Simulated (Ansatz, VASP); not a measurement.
One calculation of Ag, two programs

```xyz
1
Lattice="0.0000 2.0633 2.0633 2.0633 0.0000 2.0633 2.0633 2.0633 0.0000" Properties=species:S:1:pos:R:3 pbc="T T T"
Ag    0.0000    0.0000    0.0000
```

Change from the starting cell: volume scaled by 1.03, PAW files.

Alike in both runs: task electric field gradients; functional LDA; k mesh 15 × 15 × 15; occupations fermi-dirac, width 0.05 eV; no spin polarisation.

|  | VASP | Ansatz |
| --- | --- | --- |
| version | VASP 6.6.1 | Ansatz 0.2.0 |
| potentials or method | VASP PAW LDA potentials, release 64 (Ag) | PAW with Ansatz's default frozen-core files, scalar-relativistic |
| plane-wave cutoff (eV) | 520 | 420 |
| valence electrons in the cell | 11 | 19 |

Ansatz gave:

```
pressure (GPa) : -10.0
```

Problem. Estimate VASP's values.

Solution. Pressure (GPa): -9.8.

LDA's correlation is that of Perdew and Zunger in VASP and of Perdew and Wang (1992) in Ansatz. VASP's potentials hold 11 valence electrons a cell and Ansatz's 19, so a difference there can come from the potentials and not from the codes.
